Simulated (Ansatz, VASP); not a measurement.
## Two plane-wave programs on Mg3Se4

```xyz
7
Lattice="6.9966 -1.9650 0.0000 6.9966 1.9650 0.0000 -3.2262 0.0000 6.0509" Properties=species:S:1:pos:R:3 pbc="T T T"
Mg    0.0000    0.0000    0.0000
Mg    8.0322    0.0000    4.3739
Mg    2.7347    0.0000    1.6770
Se    5.7220    0.0000    5.8897
Se    5.0449    0.0000    0.1612
Se   10.5100    0.0000    3.3149
Se    0.2570    0.0000    2.7360
```

Change from the starting cell: species swapped into the Cr3Te4 type (C2/m, No. 12).

Alike in both runs: task relaxation of cell and atoms; functional PBE; k mesh 4 × 4 × 3; occupations gaussian, width 0.2 eV; no spin polarisation.

|  | VASP | Ansatz |
| --- | --- | --- |
| version | VASP 6.6.1 | Ansatz 0.2.0 |
| potentials or method | VASP PAW PBE potentials, release 64 (Mg, Se), cutoff 600 eV | scalar-relativistic, plane waves, PAW |
| valence electrons in the cell | 30 | 94 |

|  | VASP | Ansatz | Ansatz less VASP |
| --- | --- | --- | --- |
| gap on the k mesh at the Fermi level, each at its own relaxed structure (eV) | none | none | - |
| relaxed volume (Å³/atom) | 22.26 | 22.10 | -0.156 |
| relaxed cell length with the largest relative difference (Å) | 7.326 | 7.288 | -0.0380 |

A gap of «none» marks a metal or a gap that the smearing closes. VASP's potentials hold 30 valence electrons a cell and Ansatz's 94, so a difference there can come from the potentials and not from the codes.

The k mesh is coarse, so the values compare programs but aren't converged.
